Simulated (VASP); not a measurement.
# Hf2TaN2 (P6/mmm) in VASP: relaxation of cell and atoms with PBE

Aim: the relaxation of cell and atoms of Hf2TaN2 with PBE.

All numbers are computed with VASP 6.6.1; they aren't measurements. Logs are shortened: lines on timing, memory, paths and dates and some standing lists are left out, and cuts for length are marked.

## (1) The cell of the first run

The structure is hexagonal, space group P6/mmm (No. 191). The conventional cell has a = 4.636 Å, b = 4.636 Å, c = 4.091 Å, α = 90.00°, β = 90.00°, γ = 120.00°. Hf (site symmetry -6m2) has 2 N at 2.05 Å and 3 Hf at 2.68 Å within 2.7 Å. Ta (site symmetry 6/mmm) has 6 N at 2.68 Å and 12 Hf at 3.37 Å within 3.5 Å. N (site symmetry -6m2) has 2 Hf at 2.05 Å and 3 Ta at 2.68 Å and 3 N at 2.68 Å within 2.7 Å.

The cell was built from a structure type or drawn by symmetry, and may not be a known phase.

## (2) Relaxation of cell and atoms, PBE

File INCAR:

```
PREC = Accurate ; ENCUT = 600
EDIFF = 1E-7 ; ISMEAR = 0
SIGMA = 0.1 ; LREAL = F
LASPH = T ; NELM = 80
ALGO = Normal ; ISIF = 3
LWAVE = F ; LCHARG = F
GGA = PE ; IBRION = 2
NSW = 100 ; EDIFFG = -0.01
```

File KPOINTS:

```
regular mesh
0
Gamma
  12 12 10
```

File POSCAR:

```
Hf2TaN2
1.0
    4.6364619790      0.0000000000      0.0000000000
   -2.3182309895      4.0152938575      0.0000000000
    0.0000000000      0.0000000000      4.0910356365
Hf Ta N
2 1 2
Direct
    0.3333333333      0.6666666667      0.5000000000
    0.6666666667      0.3333333333      0.5000000000
    0.0000000000      0.0000000000      0.0000000000
    0.3333333333      0.6666666667      0.0000000000
    0.6666666667      0.3333333333      0.0000000000
```

Potentials or basis: VASP PAW PBE potentials, release 64 (Hf_pv, Ta_pv, N).

Launch:

```bash
$ cat potpaw_PBE.64/Hf_pv/POTCAR potpaw_PBE.64/Ta_pv/POTCAR potpaw_PBE.64/N/POTCAR > POTCAR
$ mpirun -np 1 vasp_std > vasp.out
```

OUTCAR:

```text
PREC = Accurate
   ENCUT = 600
   EDIFF = 1E-7
   ISMEAR = 0
   LREAL = F
   LASPH = T
   NELM = 80
   ISIF = 3
   GGA = PE
   IBRION = 2
   NSW = 100
   EDIFFG = -0.01

 ion  position               nearest neighbor table
   1  0.333  0.667  0.500-   4 2.05   4 2.05   2 2.68   2 2.68   2 2.68   3 3.37   3 3.37   3 3.37
                             3 3.37   3 3.37   3 3.37
   2  0.667  0.333  0.500-   5 2.05   5 2.05   1 2.68   1 2.68   1 2.68   3 3.37   3 3.37   3 3.37
                             3 3.37   3 3.37   3 3.37
   3  0.000  0.000  0.000-   4 2.68   5 2.68   5 2.68   4 2.68   5 2.68   4 2.68   1 3.37   2 3.37
                             1 3.37   2 3.37   2 3.37   1 3.37   2 3.37   1 3.37   2 3.37   1 3.37
   4  0.333  0.667  0.000-   1 2.05   1 2.05   3 2.68   3 2.68   3 2.68
   5  0.667  0.333  0.000-   2 2.05   2 2.05   3 2.68   3 2.68   3 2.68

  LATTYP: Found a hexagonal cell.
 ALAT       =     4.6364619790
 C/A-ratio  =     0.8823615194

  Lattice vectors:

 A1 = (   4.6364619790,   0.0000000000,   0.0000000000)
 A2 = (  -2.3182309895,   4.0152938575,   0.0000000000)
 A3 = (   0.0000000000,   0.0000000000,   4.0910356365)

Analysis of symmetry for initial positions (statically):
=====================================================================
 Subroutine PRICEL returns:
 Original cell was already a primitive cell.

 Routine SETGRP: Setting up the symmetry group for a
 hexagonal supercell.

 Subroutine GETGRP returns: Found 24 space group operations
 (whereof 24 operations were pure point group operations)
 out of a pool of 24 trial point group operations.

The static configuration has the point symmetry D_6h.

Analysis of symmetry for dynamics (positions and initial velocities):
=====================================================================
 Subroutine PRICEL returns:
 Original cell was already a primitive cell.

 Routine SETGRP: Setting up the symmetry group for a
 hexagonal supercell.

 Subroutine GETGRP returns: Found 24 space group operations
 (whereof 24 operations were pure point group operations)
 out of a pool of 24 trial point group operations.

The dynamic configuration has the point symmetry D_6h.

 Subroutine INISYM returns: Found 24 space group operations
 (whereof 24 operations are pure point group operations),
 and found     1 'primitive' translations

----------------------------------------------------------------------------------------

                                     Primitive cell

  volume of cell :      76.1618

  direct lattice vectors                    reciprocal lattice vectors
     4.636461979  0.000000000  0.000000000     0.215681700  0.124523887  0.000000000
    -2.318230989  4.015293857  0.000000000     0.000000000  0.249047775  0.000000000
     0.000000000  0.000000000  4.091035637     0.000000000  0.000000000  0.244436883

  length of vectors
     4.636461979  4.636461979  4.091035637     0.249047775  0.249047775  0.244436883

  position of ions in fractional coordinates (direct lattice)
     0.333333333  0.666666667  0.500000000
     0.666666667  0.333333333  0.500000000
     0.000000000  0.000000000  0.000000000
     0.333333333  0.666666667  0.000000000
     0.666666667  0.333333333  0.000000000

  ion indices of the primitive-cell ions
   primitive index   ion index
                 1           1
                 2           2
                 3           3
                 4           4
                 5           5

----------------------------------------------------------------------------------------

 KPOINTS: regular mesh

Automatic generation of k-mesh.
 Grid dimensions read from file:
 generate k-points for:   12   12   10

 Generating k-lattice:

  Cartesian coordinates                     Fractional coordinates (reciprocal lattice)
     0.017973475  0.010376991  0.000000000     0.083333333  0.000000000  0.000000000
     0.000000000  0.020753981  0.000000000     0.000000000  0.083333333  0.000000000
     0.000000000  0.000000000  0.024443688     0.000000000  0.000000000  0.100000000

  Length of vectors
     0.020753981  0.020753981  0.024443688

  Shift w.r.t. Gamma in fractional coordinates (k-lattice)
     0.000000000  0.000000000  0.000000000

 Subroutine IBZKPT returns following result:
 ===========================================

 Found    114 irreducible k-points:

 Following reciprocal coordinates:
            Coordinates               Weight
  0.000000  0.000000  0.000000      1.000000
  0.083333  0.000000  0.000000      6.000000
  0.166667  0.000000  0.000000      6.000000
  0.250000  0.000000  0.000000      6.000000
  0.333333  0.000000  0.000000      6.000000
  0.416667  0.000000  0.000000      6.000000
[... 16 lines left out ...]
  0.250000  0.000000  0.100000     12.000000
  0.333333  0.000000  0.100000     12.000000
 [... further k-points ...]
   k-points           NKPTS =    114   k-points in BZ     NKDIM =    114   number of bands    NBANDS=     24
   number of dos      NEDOS =    301   number of ions     NIONS =      5
   total plane-waves  NPLWV =  57600
   dimension x,y,z NGX =    40 NGY =   40 NGZ =   36
   dimension x,y,z NGXF=    80 NGYF=   80 NGZF=   72
   ions per type =               2   1   2
   NGX,Y,Z   is equivalent  to a cutoff of  14.34, 14.34, 14.63 a.u.
   NGXF,Y,Z  is equivalent  to a cutoff of  28.68, 28.68, 29.26 a.u.
 SYSTEM =  unknown system
   PREC   = accura    normal or accurate (medium, high low for compatibility)
   ISTART =      0    job   : 0-new  1-cont  2-samecut
   ICHARG =      2    charge: 1-file 2-atom 10-const
   ISPIN  =      1    spin polarized calculation?
   LNONCOLLINEAR =      F non collinear calculations
   LSORBIT =      F    spin-orbit coupling
   LASPH  =      T    aspherical Exc in radial PAW
   ENCUT  =  600.0 eV  44.10 Ry    6.64 a.u.   9.26  9.26  8.17*2*pi/ulx,y,z
   NELM   =     80;   NELMIN=  2; NELMDL= -5     # of ELM steps
   EDIFF  = 0.1E-06   stopping-criterion for ELM
   LREAL  =      F    real-space projection
   EDIFFG = -.1E-01   stopping-criterion for IOM
   NSW    =    100    number of steps for IOM
   IBRION =      2    ionic relax: 0-MD 1-quasi-New 2-CG
   NFREE  =      1    steps in history (QN), initial steepest desc. (CG)
   ISIF   =      3    stress and relaxation
   ISYM   =      2    0-nonsym 1-usesym 2-fastsym
   POTIM  = 0.5000    time-step for ionic-motion
   TEBEG  =    0.0;   TEEND  =   0.0 temperature during run
   PSTRESS=    0.0 pullay stress
   NELECT =      41.0000    total number of electrons
   NUPDOWN=      -1.0000    fix difference up-down
   EMIN   =  10.00;   EMAX   =-10.00  energy-range for DOS
   EFERMI =   0.00;   METHOD = LEGACY
   ISMEAR =     0;   SIGMA  =   0.10  broadening in eV -4-tet -1-fermi 0-gaus
   EFERMI_NEDOS =   21; number of points for ismear=-14 and -15
   IALGO  =     38    algorithm
   IMIX   =      4    mixing-type and parameters
     AMIX     =   0.40;   BMIX     =  1.00
     AMIX_MAG =   1.60;   BMIX_MAG =  1.00
  volume/ion in A,a.u.               =      15.23       102.79
  Fermi-wavevector in a.u.,A,eV,Ry     =   1.331753  2.516648 24.130831  1.773566
  Thomas-Fermi vector in A             =   2.460740
   LORBIT       =      0    0 simple, 1 ext, 2 COOP (PROOUT), +10 PAW based schemes
   GGA     = PE    functional components
   LHFCALC =     F    Hartree Fock is set to
   AEXX    =    0.0000 exact exchange contribution
   IVDW    =     0    specifies the selected vdW correction
   LEPSILON=     F    determine dielectric tensor
   LRPA    =     F    only Hartree local field effects (RPA)
 conjugate gradient relaxation of ions
 non-spin polarized calculation
 Gauss-broadening in eV      SIGMA  =   0.10
  energy-cutoff  :      600.00
  volume of cell :       76.16
 maximum number of plane-waves:      2566
 NGX is ok and might be reduce to    40
   NGX = 19   NGY = 19   NGZ = 17

--------------------------------------- Ionic step        1  -------------------------------------------

 number of electron      40.9999999 magnetization

 Free energy of the ion-electron system (eV)
  ---------------------------------------------------
  ext. energy  EPLUGINS =         0.00000000
  ---------------------------------------------------
  free energy    TOTEN  =       -46.99594748 eV

  energy without entropy =      -46.98032061  energy(sigma->0) =      -46.98813405

------------------------ aborting loop because EDIFF is reached ----------------------------------------

  FORCE on cell =-STRESS in cart. coord.  units (eV):
  Direction    XX          YY          ZZ          XY          YZ          ZX
  --------------------------------------------------------------------------------------
  -------------------------------------------------------------------------------------
  Total       -0.3193985     -0.3193985      0.5027785     -0.0000000      0.0000000      0.0000000
  in kB       -6.7190237     -6.7190237     10.5766959     -0.0000000      0.0000000      0.0000000
  external PRESSURE =      -0.9537839 kB  Pullay stress =       0.0000000 kB
[... 141 lines left out ...]
  energy  without entropy=      -46.9810408656  energy(sigma->0) =      -46.98908292

--------------------------------------- Ionic step        5  -------------------------------------------

 number of electron      40.9999999 magnetization

 Free energy of the ion-electron system (eV)
  ---------------------------------------------------
  ext. energy  EPLUGINS =         0.00000000
  ---------------------------------------------------
  free energy    TOTEN  =       -46.99729572 eV

  energy without entropy =      -46.98127969  energy(sigma->0) =      -46.98928770

 E-fermi :   5.2047     XC(G=0): -11.8053

 val. band max:        5.1859690308   @ k =   0.3333   0.0833   0.0000
 cond. band min:       5.2068537640   @ k =   0.3333   0.0000   0.0000
 fundamental gap:      0.0208847332
 Fermi energy:         5.2046893801

 k-point     1 :       0.0000    0.0000    0.0000
  band No.  band energies     occupation
      1     -30.2929      2.00000
      2     -30.2929      2.00000
      3     -30.1792      2.00000
      4     -25.6034      2.00000
      5     -25.6034      2.00000
      6     -24.8795      2.00000
[... 637 lines left out ...]
     23       6.2188      0.00000
     24       7.4733      0.00000

 [... further k-points ...]

------------------------ aborting loop because EDIFF is reached ----------------------------------------

  FORCE on cell =-STRESS in cart. coord.  units (eV):
  Direction    XX          YY          ZZ          XY          YZ          ZX
  --------------------------------------------------------------------------------------
  -------------------------------------------------------------------------------------
  Total        0.0033949      0.0033949      0.0029070      0.0000000      0.0000000     -0.0000000
  in kB        0.0717073      0.0717073      0.0614003      0.0000000      0.0000000     -0.0000000
  external PRESSURE =       0.0682716 kB  Pullay stress =       0.0000000 kB
[... 20 lines left out ...]
  FREE ENERGIE OF THE ION-ELECTRON SYSTEM (eV)
  ---------------------------------------------------
  free  energy   TOTEN  =       -46.9972957156 eV

  energy  without entropy=      -46.9812796856  energy(sigma->0) =      -46.98928770

 reached required accuracy - stopping structural energy minimisation
```

Run time: 10 min. Hardware: 1 thread of AMD EPYC 9R45 (Zen 5), shared host; peak memory 0.4 GiB.

Results:

* Free energy: -46.9973 eV
* Relaxed volume: 15.17 Å³/atom
* Relaxed cell: a = 4.623 Å, b = 4.623 Å, c = 4.098 Å, α = 90.00°, β = 90.00°, γ = 120.00°
* Space group after relaxing (to 0.1 Å): P6/mmm (No. 191)
* Energy gained by relaxing: 0.3 meV/atom
* Ionic steps: 5
* Pressure after relaxing: 0.0 GPa
* Band gap on the k mesh: zero (an odd number of electrons rules out a gap without spin polarisation)

The path:
```
step  energy change (eV)  largest force (eV/Å)  pressure (GPa)  volume (Å³)
   1              0.0000                0.0000           -0.10        76.16
   2              0.0004                0.0000           -0.85        76.06
   3             -0.0010                0.0000           -0.45        76.12
   4             -0.0012                0.0000            0.32        75.67
   5             -0.0013                0.0000            0.01        75.85
```

Final structure:
```
CELL_PARAMETERS angstrom
4.62310 0.00000 0.00000
-2.31155 4.00372 0.00000
0.00000 0.00000 4.09810
ATOMIC_POSITIONS crystal
Hf 0.33333 0.66667 0.50000
Hf 0.66667 0.33333 0.50000
Ta 0.00000 0.00000 0.00000
N 0.33333 0.66667 0.00000
N 0.66667 0.33333 0.00000
```

Levels at points of the mesh, in eV from the Fermi level:
```tsv
k point	band 16	band 17	band 18	band 19	band 20	band 21	band 22	band 23	band 24
(0.00, 0.00, 0.00)	-1.71	-1.71	-0.34	-0.19	-0.19	0.53	0.53	1.23	1.27
(0.50, 0.00, 0.00)	-2.15	-1.86	-1.56	-1.23	-0.86	-0.35	-0.32	0.82	1.26
(0.00, 0.00, 0.50)	-3.59	-2.11	-2.11	-1.72	-1.72	1.02	1.92	1.92	2.19
(0.50, 0.00, 0.50)	-2.36	-2.24	-2.17	-1.93	-1.41	0.11	0.94	1.08	1.23
```

Caveat: spin-orbit coupling is left out, which moves the levels of the heavy elements.
